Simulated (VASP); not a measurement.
# Cd2S (I4/mmm) in VASP: further runs, part 3 of 3

VASP 6.6.1.

## Step 4: Relaxation of cell and atoms, PBE

INCAR reads:

```
ALGO     = Normal         # electronic algorithm
EDIFF    = 1E-6           # SCF threshold, eV
EDIFFG   = -0.04          # ionic threshold
ENCUT    = 600            # plane-wave cutoff, eV
GGA      = PE             # functional
IBRION   = 2              # ionic algorithm
ISIF     = 3              # what is computed and relaxed
ISMEAR   = 0              # smearing method
LASPH    = T              # aspherical terms in the spheres
LCHARG   = F              # write CHGCAR
LREAL    = F              # projectors in reciprocal space
LWAVE    = F              # write WAVECAR
NELM     = 60             # most SCF steps
NSW      = 90             # ionic steps
PREC     = Accurate       # precision mode
SIGMA    = 0.1            # smearing width, eV
```

KPOINTS reads:

```
k-points
0
Gamma
  6 6 6
```

POSCAR reads:

```
Cd2S
1.0
   -2.2337837200      2.2337837200      3.7043044900
    2.2337837200     -2.2337837200      3.7043044900
    2.2337837200      2.2337837200     -3.7043044900
Cd S
2 1
Direct
    0.6837205600      0.6837205600      0.0000000000
    0.3162794400      0.3162794400      0.0000000000
    0.0000000000      0.0000000000      0.0000000000
```

On the command line:

```sh
> cat potpaw_PBE.64/Cd/POTCAR potpaw_PBE.64/S/POTCAR > POTCAR
> mpirun -np 1 vasp_std > vasp.out
```

Run time: 8.6 min. Hardware: 1 thread of Intel Xeon 6975P-C (Granite Rapids), shared host; peak memory 0.28 GiB.

It converged, with:

- Free energy: -5.5503 eV
- Relaxed volume: 21.42 Å³/atom
- Relaxed cell: a = 5.981 Å, b = 5.981 Å, c = 5.981 Å, α = 146.69°, β = 146.69°, γ = 47.83°
- Space group after relaxing (to 0.1 Å): I4/mmm (No. 139)
- Energy gained by relaxing: 167.8 meV/atom
- Ionic steps: 39
- Pressure after relaxing: 0.0 GPa
- Largest force after relaxing: 0.028 eV/Å
- Band gap on the k mesh: zero (bands 15 and 16 overlap by 0.32 eV)

Forces on the atoms (eV/Å):
```
Cd   0.000  0.000 -0.028
Cd   0.000  0.000  0.028
S    0.000  0.000  0.000
```

Step by step:
```
step  energy change (eV)  largest force (eV/Å)  pressure (GPa)  volume (Å³)
   1              0.0000                1.6706            6.23        73.93
   2             -0.1988                0.0171           -3.12        84.53
   3             -0.2529                0.3558           -0.81        80.59
   4             -0.2529                0.3732           -0.72        80.45
   5             -0.2667                0.1952           -0.30        79.32
   6             -0.2704                0.0137            0.13        78.38
   7             -0.2729                0.0517           -0.22        78.38
   8             -0.2762                0.1897           -1.01        78.39
   9             -0.2770                0.1955           -1.04        78.31
  10             -0.2795                0.2090           -1.18        78.09
  11             -0.2849                0.2293           -1.41        77.64
  12             -0.2991                0.2530           -1.85        76.71
  13             -0.3313                0.2453           -2.45        74.79
  14             -0.3861                0.1645           -2.56        70.66
  15             -0.4181                0.0597            2.78        61.48
  16             -0.4062                0.1370           -1.14        66.77
  17             -0.4258                0.1376            0.40        64.16
  18             -0.4285                0.1076            1.47        62.83
  19             -0.4272                0.0962            1.79        62.48
  20             -0.4296                0.0162            2.09        62.11
  21             -0.4296                0.0142            2.13        62.09
  22             -0.4372                0.0099            1.48        62.70
  23             -0.4469                0.0469           -0.03        64.29
  24             -0.4474                0.0525           -0.35        64.68
  25             -0.4475                0.0541           -0.43        64.78
  26             -0.4490                0.0479           -0.46        64.83
  27             -0.4554                0.0300           -0.60        64.97
  28             -0.4736                0.0462           -0.89        65.22
  29             -0.4956                0.1406           -1.26        65.58
  30             -0.4980                0.1253           -1.02        65.34
  31             -0.4993                0.1079           -0.81        65.10
  32             -0.4988                0.0659           -0.38        64.61
  33             -0.4997                0.0944           -0.70        64.93
  34             -0.5010                0.0856           -0.52        64.76
  35             -0.5030                0.0535           -0.04        64.25
  36             -0.5031                0.0455            0.08        64.13
  37             -0.5031                0.0463            0.05        64.15
  38             -0.5032                0.0420            0.04        64.18
  39             -0.5034                0.0284            0.00        64.26
```

Final structure:
```xyz
3
Lattice="-1.7142 1.7142 5.4674 1.7142 -1.7142 5.4674 1.7142 1.7142 -5.4674" Properties=species:S:1:pos:R:3 pbc="T T T"
Cd    0.0000    0.0000    7.0970
Cd    0.0000    0.0000    3.8377
S     0.0000    0.0000    0.0000
```

Levels at points of the mesh, in eV from the Fermi level:
| k point | band 13 | band 14 | band 15 | band 16 | band 17 | band 18 |
| --- | --- | --- | --- | --- | --- | --- |
| (0.00, 0.00, 0.00) | -4.11 | -0.72 | -0.72 | 2.43 | 4.41 | 6.43 |
| (0.50, 0.00, 0.00) | -3.52 | -1.95 | -0.11 | 0.78 | 2.66 | 5.81 |
| (0.50, 0.50, 0.00) | -3.20 | -1.31 | -0.64 | 0.66 | 1.74 | 3.24 |
| (0.50, 0.50, 0.50) | -0.89 | -0.89 | -0.51 | -0.16 | 6.78 | 8.20 |

Caveat: semilocal functionals underestimate gaps, so a narrow gap can read as zero; a cell axis changed by over 15 % at a fixed basis, so the end point is rough.

## Step 5: Single point, PBE

This run uses another cell than the first one, of 33.53 Å³/atom.

INCAR reads:

```
PREC = Accurate
ENCUT = 520
EDIFF = 1E-6
ISMEAR = 0
SIGMA = 0.02
LREAL = False
LASPH = True
NELM = 80
ALGO = Normal
ISIF = 2
LWAVE = False
LCHARG = False
GGA = PE
NBANDS = 22
```

KPOINTS reads:

```
Automatic mesh
0
Gamma
  10 10 10
```

POSCAR reads:

```
Cd2S
1.0
   -2.6059812025      2.6059812025      3.7029674524
    2.6059812025     -2.6059812025      3.7029674524
    2.6059812025      2.6059812025     -3.7029674524
Cd S
2 1
Direct
    0.6753489154      0.6753489154      0.0000000000
    0.3246510846      0.3246510846      0.0000000000
    0.0000000000      0.0000000000      0.0000000000
```

On the command line:

```sh
> cat potpaw_PBE.64/Cd/POTCAR potpaw_PBE.64/S/POTCAR > POTCAR
> mpirun -np 1 vasp_std > vasp.out
```

Run time: 85 s. Hardware: 1 thread of Intel Xeon 6975P-C (Granite Rapids), shared host; peak memory 0.37 GiB.

It converged, with:

* Free energy: -5.3503 eV
* Pressure: 0.2 GPa
* Largest force: 0.008 eV/Å
* Band gap on the k mesh: 0.22 eV

Forces in eV/Å, atoms in the order of the input:
```
Cd   0.000  0.000 -0.008
Cd   0.000  0.000  0.008
S    0.000  0.000  0.000
```

Stress tensor (GPa, compression positive):
```
0.00 0.00 0.00
0.00 0.00 0.00
0.00 0.00 0.73
```

Levels at points of the mesh, in eV from the valence-band top:
```
           k point  band 13  band 14  band 15  band 16  band 17  band 18
(0.00, 0.00, 0.00)    -2.86    -0.91    -0.91     3.60     3.60     4.69
(0.50, 0.00, 0.00)    -1.95    -1.11     0.00     0.22     3.08     3.19
(0.50, 0.50, 0.00)    -2.50    -2.43    -1.10     2.10     3.32     4.42
(0.50, 0.50, 0.50)    -2.13    -1.77    -1.77     3.45     4.15     4.15
```

## Step 6: Single point, PBE

This run uses another cell than the first one, of 33.53 Å³/atom.

INCAR reads:

```
SYSTEM = Cd2S
PREC = Accurate
ENCUT = 520
EDIFF = 1E-6
ISMEAR = 0
SIGMA = 0.01
LREAL = .False.
LASPH = .True.
NELM = 60
ALGO = Normal
ISIF = 2
LWAVE = .False.
LCHARG = .False.
GGA = PE
NBANDS = 22
```

KPOINTS reads:

```
regular mesh
0
Gamma
  10 10 10
  0 0 0
```

POSCAR is that of step 5.

Potentials or basis: VASP PAW PBE potentials, release 64 (Cd, S).

On the command line:

```sh
> cat potpaw_PBE.64/Cd/POTCAR potpaw_PBE.64/S/POTCAR > POTCAR
> mpirun -np 1 vasp_std > vasp.out
```

Wall time 87 s (1 thread of Intel Xeon 6975P-C (Granite Rapids), shared host); peak memory 0.36 GiB.

Results (log left out):

```
Free energy            : -5.3503 eV
Pressure               : 0.2 GPa
Largest force          : 0.008 eV/Å
Band gap on the k mesh : 0.22 eV
```

Forces on the atoms (eV/Å):
```
Cd   0.000  0.000 -0.008
Cd   0.000  0.000  0.008
S    0.000  0.000  0.000
```

Stress tensor (GPa, compression positive):
```
0.00 0.00 0.00
0.00 0.00 0.00
0.00 0.00 0.73
```

Levels at points of the mesh, in eV from the valence-band top:
```tsv
k point	band 11	band 12	band 13	band 14	band 15	band 16	band 17	band 18	band 19	band 20
(0.00, 0.00, 0.00)	-7.91	-3.31	-2.86	-0.91	-0.91	3.60	3.60	4.69	5.17	5.34
(0.50, 0.00, 0.00)	-7.42	-4.30	-1.95	-1.11	0.00	0.22	3.08	3.19	5.09	6.47
(0.50, 0.50, 0.00)	-7.89	-3.61	-2.50	-2.43	-1.10	2.10	3.32	4.42	5.06	5.52
(0.50, 0.50, 0.50)	-7.89	-4.60	-2.13	-1.77	-1.77	3.45	4.15	4.15	4.81	6.36
```

A k mesh can miss the band edges.

## Step 7: Relaxation of cell and atoms, PBE

This run uses another cell than the first one, of 33.53 Å³/atom.

INCAR reads:

```
PREC = Accurate
ENCUT = 500
EDIFF = 1E-7
ISMEAR = 0
SIGMA = 0.01
LREAL = False
LASPH = True
NELM = 120
ALGO = Normal
ISIF = 3
LWAVE = False
LCHARG = False
GGA = PE
IBRION = 2
NSW = 100
EDIFFG = -0.01
GGA_COMPAT = False
NELMIN = 4
```

KPOINTS reads:

```
regular mesh
0
Gamma
  10 10 10
```

POSCAR is that of step 6.

On the command line:

```sh
> cat potpaw_PBE.64/Cd/POTCAR potpaw_PBE.64/S/POTCAR > POTCAR
> mpirun -np 1 vasp_std > vasp.out
```

Wall time 4.5 min (1 thread of Intel Xeon 6975P-C (Granite Rapids), shared host); peak memory 0.36 GiB.

The run converged. Its results:

| Quantity | Value |
| --- | --- |
| Free energy | -5.3509 eV |
| Relaxed volume | 33.64 Å³/atom |
| Relaxed cell | a = 5.233 Å, b = 5.233 Å, c = 5.233 Å, α = 120.27°, β = 120.27°, γ = 89.54° |
| Space group after relaxing (to 0.1 Å) | I4/mmm (No. 139) |
| Energy gained by relaxing | 0.2 meV/atom |
| Ionic steps | 3 |
| Pressure after relaxing | 0.0 GPa |
| Largest force after relaxing | 0.006 eV/Å |
| Band gap on the k mesh | 0.19 eV |

Forces in eV/Å, atoms in the order of the input:
```
Cd   0.000  0.000 -0.006
Cd   0.000  0.000  0.006
S    0.000  0.000  0.000
```

The path:
```
step  energy change (eV)  largest force (eV/Å)  pressure (GPa)  volume (Å³)
   1              0.0000                0.0080            0.24       100.59
   2              0.0003                0.0039           -0.33       101.31
   3             -0.0007                0.0060           -0.03       100.92
```

Final structure:
```
CELL_PARAMETERS angstrom
-2.60591 2.60591 3.71517
2.60591 -2.60591 3.71517
2.60591 2.60591 -3.71517
ATOMIC_POSITIONS crystal
Cd 0.67533 0.67533 0.00000
Cd 0.32467 0.32467 0.00000
S 0.00000 0.00000 0.00000
```

Levels at points of the mesh, in eV from the valence-band top:
```tsv
k point	band 11	band 12	band 13	band 14	band 15	band 16	band 17	band 18	band 19
(0.00, 0.00, 0.00)	-7.92	-3.31	-2.86	-0.91	-0.91	3.58	3.58	4.64	5.09
(0.50, 0.00, 0.00)	-7.44	-4.29	-1.95	-1.11	0.00	0.19	3.08	3.18	5.06
(0.50, 0.50, 0.00)	-7.90	-3.60	-2.50	-2.41	-1.10	2.08	3.31	4.36	5.06
(0.50, 0.50, 0.50)	-7.90	-4.59	-2.13	-1.76	-1.76	3.39	4.13	4.13	4.81
```

A k mesh can miss the band edges.

## Step 8: Overview

```csv
task,cell,k mesh,cutoff (eV),smearing,gap on the mesh (eV),pressure (GPa),relaxed volume (Å³/atom),largest force (eV/Å)
single point,"a = 4.868 Å, angles 125.4, 125.4, 80.9°, 3 atoms, atomic positions A",6 × 6 × 6,520,gaussian 0.1 eV,0.11,6.3,-,1.67
single point,"a = 5.115 Å, angles 122.2, 122.2, 86.3°, 3 atoms, atomic positions B",6 × 6 × 6,520,gaussian 0.1 eV,0.35,0.5,-,0.01
relaxation of cell and atoms,"relaxed from a = 4.868 Å, angles 125.4, 125.4, 80.9°, 3 atoms, atomic positions A",6 × 6 × 6,600,gaussian 0.1 eV,none,0.0,21.42,0.03
single point,"a = 5.224 Å, angles 120.2, 120.2, 89.7°, 3 atoms, atomic positions B",10 × 10 × 10,520,gaussian 0.02 eV,0.22,0.2,-,0.01
single point,"a = 5.224 Å, angles 120.2, 120.2, 89.7°, 3 atoms, atomic positions B",10 × 10 × 10,520,gaussian 0.01 eV,0.22,0.2,-,0.01
relaxation of cell and atoms,"relaxed from a = 5.224 Å, angles 120.2, 120.2, 89.7°, 3 atoms, atomic positions B",10 × 10 × 10,500,gaussian 0.01 eV,0.19,0.0,33.64,0.01
```

Alike in all rows: level PBE; potentials or basis VASP PAW PBE potentials, release 64 (Cd, S); no spin polarisation.

Caveats: the cell stands under pressure (at least some runs); forces of over 1 eV/Å act on the atoms, so gaps and moduli don't describe the material at rest (at least some runs); semilocal functionals underestimate gaps, so a narrow gap can read as zero (at least some runs); a cell axis changed by over 15 % at a fixed basis, so the end point is rough (at least some runs).

Total energies depend on the potentials used, so only differences within one code and one set of settings carry meaning.
